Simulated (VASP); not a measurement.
# SnO (P1) in VASP: single point with PBEsol

Aim: the single point of SnO with PBEsol.

Program: VASP 6.6.1. These are calculated values, not measurements. Logs are shortened: lines on timing, memory, paths and dates and some standing lists are left out, and cuts for length are marked.

### Step 1. The cell of the first run

The typed cell holds 12 atoms: a = 3.316 Å, b = 5.705 Å, c = 12.912 Å, α = 111.60°, β = 77.64°, γ = 90.00°.

### Step 2. Single point, PBEsol (the part above a cut slid along it)

The input, INCAR:

```
SYSTEM = SnO
ALGO = Normal
EDIFF = 1E-7
ENCUT = 520
GGA = PS
ISIF = 2
ISMEAR = 0
KPAR = 4
LASPH = .TRUE.
LCHARG = .FALSE.
LREAL = .FALSE.
LWAVE = .FALSE.
NBANDS = 72
NELM = 80
PREC = Accurate
SIGMA = 0.05
```

The input, KPOINTS:

```
k-points
0
G
  8 5 3
  0 0 0
```

The input, POSCAR:

```
SnO
1.0
   -3.3156086772      0.0000000000      0.0000000000
    0.0000000000     -5.7050005398      0.0000000000
   -2.7628967107      4.7539769498     11.6824937061
Sn O
6 6
Direct
   -0.7363800609      1.5025919393      0.8836914207
   -0.1808467275      0.9470586059      0.2170247540
   -0.4586133942      1.2248252726      0.5503580874
   -0.0974967275      0.8312848491      0.7170247540
    0.4580366058      0.2757515158      0.0503580874
    0.1802699391      0.5535181825      0.3836914207
   -0.7912813302      0.9059247004      0.9495755793
   -0.2357479969      0.3503913671      0.2829089126
   -0.5135146636      0.6281580338      0.6162422460
   -0.1523979969      1.5377546267      0.7829089126
    0.4031353364      0.9822212934      0.1162422460
    0.1253686698      1.2599879600      0.4495755793
```

Potentials or basis: VASP PAW PBE potentials, release 64 (Sn_d, O).

Launch:

```
cat potpaw_PBE.64/Sn_d/POTCAR potpaw_PBE.64/O/POTCAR > POTCAR
mpirun -np 4 vasp_std > vasp.out
```

OUTCAR:

```text
SYSTEM = SnO
   EDIFF = 1E-7
   ENCUT = 520
   GGA = PS
   ISIF = 2
   ISMEAR = 0
   LASPH = .TRUE.
   LREAL = .FALSE.
   NELM = 80
   PREC = Accurate

 ion  position               nearest neighbor table
   1  0.264  0.503  0.884-   7 2.13  10 2.14  10 2.14   5 3.06   5 3.61   4 3.70   4 3.70
   2  0.819  0.947  0.217-   8 2.13  11 2.14  11 2.14   5 3.70   5 3.70   6 3.70   6 3.70
   3  0.541  0.225  0.550-   9 2.13  12 2.14  12 2.14   4 3.70   4 3.70   6 3.70   6 3.70
   4  0.903  0.831  0.717-  10 2.13   9 2.14   9 2.14   3 3.70   3 3.70   1 3.70   1 3.70
   5  0.458  0.276  0.050-  11 2.13   7 2.29   1 3.06   1 3.61   2 3.70   2 3.70
   6  0.180  0.554  0.384-  12 2.13   8 2.14   8 2.14   2 3.70   3 3.70   2 3.70   3 3.70
   7  0.209  0.906  0.950-   1 2.13   5 2.29
   8  0.764  0.350  0.283-   2 2.13   6 2.14   6 2.14
   9  0.486  0.628  0.616-   3 2.13   4 2.14   4 2.14
  10  0.848  0.538  0.783-   4 2.13   1 2.14   1 2.14
  11  0.403  0.982  0.116-   5 2.13   2 2.14   2 2.14
  12  0.125  0.260  0.450-   6 2.13   3 2.14   3 2.14

  LATTYP: Found a triclinic cell.
 ALAT       =     3.3156086772
 B/A-ratio  =     2.6383015055
 C/A-ratio  =     4.4503832130
 COS(alpha) =     0.0180920832
 COS(beta)  =     0.4119420536
 COS(gamma) =     0.7580634722

  Lattice vectors:

 A1 = (   3.3156086772,   0.0000000000,   0.0000000000)
 A2 = (   6.6312173544,  -5.7050005398,   0.0000000000)
 A3 = (   6.0785053879,   6.6560241298, -11.6824937061)

Analysis of symmetry for initial positions (statically):
=====================================================================
 Subroutine PRICEL returns:
 Original cell was already a primitive cell.

 Routine SETGRP: Setting up the symmetry group for a
 triclinic supercell.

 Subroutine GETGRP returns: Found  1 space group operations
 (whereof  1 operations were pure point group operations)
 out of a pool of  2 trial point group operations.

The static configuration has the point symmetry C_1 .

Analysis of symmetry for dynamics (positions and initial velocities):
=====================================================================
 Subroutine PRICEL returns:
 Original cell was already a primitive cell.

 Routine SETGRP: Setting up the symmetry group for a
 triclinic supercell.

 Subroutine GETGRP returns: Found  1 space group operations
 (whereof  1 operations were pure point group operations)
 out of a pool of  2 trial point group operations.

[... 150 lines left out ...]
   NELECT =     120.0000    total number of electrons
   NUPDOWN=      -1.0000    fix difference up-down
   EMIN   =  10.00;   EMAX   =-10.00  energy-range for DOS
   EFERMI =   0.00;   METHOD = LEGACY
   ISMEAR =     0;   SIGMA  =   0.05  broadening in eV -4-tet -1-fermi 0-gaus
   EFERMI_NEDOS =   21; number of points for ismear=-14 and -15
   IALGO  =     38    algorithm
   IMIX   =      4    mixing-type and parameters
     AMIX     =   0.40;   BMIX     =  1.00
     AMIX_MAG =   1.60;   BMIX_MAG =  1.00
  volume/ion in A,a.u.               =      18.42       124.27
  Fermi-wavevector in a.u.,A,eV,Ry     =   1.335623  2.523961 24.271264  1.783888
  Thomas-Fermi vector in A             =   2.464312
   LORBIT       =      0    0 simple, 1 ext, 2 COOP (PROOUT), +10 PAW based schemes
   GGA     = PS    functional components
   LHFCALC =     F    Hartree Fock is set to
   AEXX    =    0.0000 exact exchange contribution
   IVDW    =     0    specifies the selected vdW correction
   LEPSILON=     F    determine dielectric tensor
   LRPA    =     F    only Hartree local field effects (RPA)
 non-spin polarized calculation
 Gauss-broadening in eV      SIGMA  =   0.05
  energy-cutoff  :      520.00
  volume of cell :      220.98
 maximum number of plane-waves:      5975
 NGX is ok and might be reduce to    28
   NGX = 13   NGY = 21   NGZ = 47

 number of electron     120.0000018 magnetization

 Free energy of the ion-electron system (eV)
  ---------------------------------------------------
  ext. energy  EPLUGINS =         0.00000000
  ---------------------------------------------------
  free energy    TOTEN  =       -69.33192028 eV

  energy without entropy =      -69.33055622  energy(sigma->0) =      -69.33123825

 E-fermi :   5.8265     XC(G=0): -10.2707

 val. band max:        5.8176152763   @ k =   0.0000   0.0000   0.0000
 cond. band min:       5.8622211612   @ k =   0.3750  -0.4000   0.3333
 fundamental gap:      0.0446058849
 Fermi energy:         5.8264957531

 k-point     1 :       0.0000    0.0000    0.0000
  band No.  band energies     occupation
      1     -15.8300      2.00000
      2     -15.7272      2.00000
      3     -15.6962      2.00000
      4     -15.6387      2.00000
      5     -15.5803      2.00000
      6     -15.5607      2.00000
[... 1789 lines left out ...]
     71      10.7668      0.00000
     72      10.9237      0.00000

 [... further k-points ...]

------------------------ aborting loop because EDIFF is reached ----------------------------------------

  FORCE on cell =-STRESS in cart. coord.  units (eV):
  Direction    XX          YY          ZZ          XY          YZ          ZX
  --------------------------------------------------------------------------------------
  -------------------------------------------------------------------------------------
  Total        0.3226995     -7.2511494      1.2500947     -1.3305244      3.9783987     -2.0844051
  in kB        2.3396686    -52.5730197      9.0635633     -9.6467032     28.8445906    -15.1125658
  external PRESSURE =     -13.7232626 kB  Pullay stress =       0.0000000 kB

 VOLUME and BASIS-vectors are now :
 -----------------------------------------------------------------------------
  energy-cutoff  :      520.00
  volume of cell :      220.98
      direct lattice vectors                 reciprocal lattice vectors
    -3.315608677  0.000000000  0.000000000    -0.301603747  0.000000000 -0.071328949
     0.000000000 -5.705000540  0.000000000     0.000000000 -0.175284821  0.071328949
    -2.762896711  4.753976950 11.682493706     0.000000000  0.000000000  0.085598163

 POSITION                                       TOTAL-FORCE (eV/Angst)
 -----------------------------------------------------------------------------------
     -3.31561      1.33376     10.32372         0.180393     -2.402273     -0.326582
     -3.31561     -4.37124      2.53539         0.001273     -0.284874     -0.403220
     -3.31561      1.33376      6.42955         0.001542      0.095966      0.075638
     -4.97341     -1.33376      8.37664        -0.029380     -0.185051      0.563344
     -1.65780     -1.33376      0.58831         0.098370      2.955203     -0.811093
     -1.65780     -1.33376      4.48247         0.002423     -0.079154      0.166840
     -3.31561     -0.65404     11.09341         0.620948     -1.406888     -1.184823
     -3.31561     -0.65404      3.30508        -0.055833      0.006286     -0.041671
     -3.31561     -0.65404      7.19925         0.014549      0.109590     -0.043866
     -4.97341      0.65404      9.14633         0.047910      0.698777      0.008096
     -1.65780     -5.05096      1.35800        -0.875333      0.535472      2.116799
     -1.65780      0.65404      5.25216        -0.006863     -0.043054     -0.119461
 -----------------------------------------------------------------------------------
    total drift:                                0.000217     -0.000292     -0.000589

  FREE ENERGIE OF THE ION-ELECTRON SYSTEM (eV)
  ---------------------------------------------------
  free  energy   TOTEN  =       -69.3319202826 eV

  energy  without entropy=      -69.3305562224  energy(sigma->0) =      -69.33123825
```

stdout:

```text
POSCAR found type information on POSCAR SnO
 POSCAR found :  2 types and      12 ions
 scaLAPACK will be used
 -----------------------------------------------------------------------------
|                                                                             |
|                                                                             |
[... 21 lines left out ...]
|     Results are often still useful ...                                      |
|                                                                             |
 -----------------------------------------------------------------------------

 POSCAR, INCAR and KPOINTS ok, starting setup
 FFT: planning ... GRIDC
 FFT: planning ... GRID_SOFT
 FFT: planning ... GRID
 WAVECAR not read
 entering main loop
```

Run time: 14 min. Hardware: 4 MPI ranks of Oxide Virtual Turin-like, shared host; peak memory 0.77 GiB.

What came out:

```yaml
Free_energy: -69.3319 eV
Pressure: -1.4 GPa
Largest_force: 3.066 eV/Å
Band_gap_on_the_k_mesh: 0.04 eV (least direct gap 0.39 eV)
```

Forces in eV/Å, atoms in the order of the input:
```
Sn   0.180 -2.402 -0.327
Sn   0.001 -0.285 -0.403
Sn   0.002  0.096  0.076
Sn  -0.029 -0.185  0.563
Sn   0.098  2.955 -0.811
Sn   0.002 -0.079  0.167
O    0.621 -1.407 -1.185
O   -0.056  0.006 -0.042
O    0.015  0.110 -0.044
O    0.048  0.699  0.008
O   -0.875  0.535  2.117
O   -0.007 -0.043 -0.119
```

Stress tensor (GPa, compression positive):
```
 0.23 -0.96 -1.51
-0.96 -5.26  2.88
-1.51  2.88  0.91
```

Caveat: the cell differs from its parent crystal (the part above a cut slid along it); the stress differs along the axes, from -5 to 1 GPa; semilocal functionals underestimate gaps, and a narrow one can read as zero; the PAW data sets were made with another functional, which shifts forces and pressure a little; spin-orbit coupling is left out, which moves the levels of the heavy elements.
